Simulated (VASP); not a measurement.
Input of a VASP 6.6.1 run:

Contents of INCAR:

```
SYSTEM = C
  PREC = Accurate
  ENCUT = 520
  EDIFF = 1E-6
  ISMEAR = 0
  SIGMA = 0.05
  LREAL = .False.
  LASPH = .True.
  NELM = 60
  ALGO = Normal
  ISIF = 2
  LWAVE = .False.
  LCHARG = .True.
  GGA = CA
  LELF = .True.
  LVHAR = .True.
  NBANDS = 11
```

File KPOINTS:

```
Automatic mesh
0
Gamma
  14 14 14
  0 0 0
```

POSCAR

```
C
1.0
    0.0000000000      2.0950950000      3.4484400000
    1.2095800000      0.0000000000      3.4484400000
    1.2095800000      2.0950950000      0.0000000000
C
2
Direct
    0.1666700000      0.8333300000      0.1666700000
    0.8333300000      0.1666700000      0.8333300000
```

Potentials or basis: VASP PAW LDA potentials, release 64 (C).

Command:

```sh
$ cat potpaw_LDA.64/C/POTCAR > POTCAR
$ mpirun -np 1 vasp_std > vasp.out
```

Task: Predict the pressure.

Result: 9.9 GPa.

Task: Estimate the band gap on the k mesh.

Result: 0.51 eV, indirect (least direct gap 0.62 eV).

Task: Predict the largest force.

Result: 0.026 eV/Å.

Stress tensor (GPa, compression positive):
```
15.21  0.00  0.00
 0.00 15.26  0.00
 0.00  0.00 -0.74
```

Caveat: the cell differs from its parent crystal (strain -0.015 along x and y, +0.030 along z). A k mesh can miss the band edges.
